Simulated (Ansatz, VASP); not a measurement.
## Two plane-wave programs on GaP

```
CELL_PARAMETERS angstrom
0.00000 2.71922 2.71922
2.71922 0.00000 2.71922
2.71922 2.71922 0.00000
ATOMIC_POSITIONS crystal
Ga 0.00000 0.00000 0.00000
P 0.25000 0.25000 0.25000
```

Alike in both runs: task single point; functional PBEsol; k mesh 8 × 8 × 8; no spin polarisation.

|  | VASP | Ansatz |
| --- | --- | --- |
| version | VASP 6.6.1 | Ansatz 0.2.0 |
| potentials or method | VASP PAW PBE potentials, release 64 (Ga_d, P), cutoff 500 eV | scalar-relativistic, plane waves, PAW |
| occupations | gaussian, width 0.01 eV | fixed |
| valence electrons in the cell | 18 | 18 |

|  | VASP | Ansatz | Ansatz less VASP |
| --- | --- | --- | --- |
| gap on the k mesh at the Fermi level (eV) | 1.50 | 1.50 | -0.003 |
| least direct gap on the mesh (eV) | 1.80 | 1.80 | -0.007 |
| pressure (GPa) | -0.1 | 0.0 | +0.10 |

VASP's potentials were made for PBE, not for PBEsol.
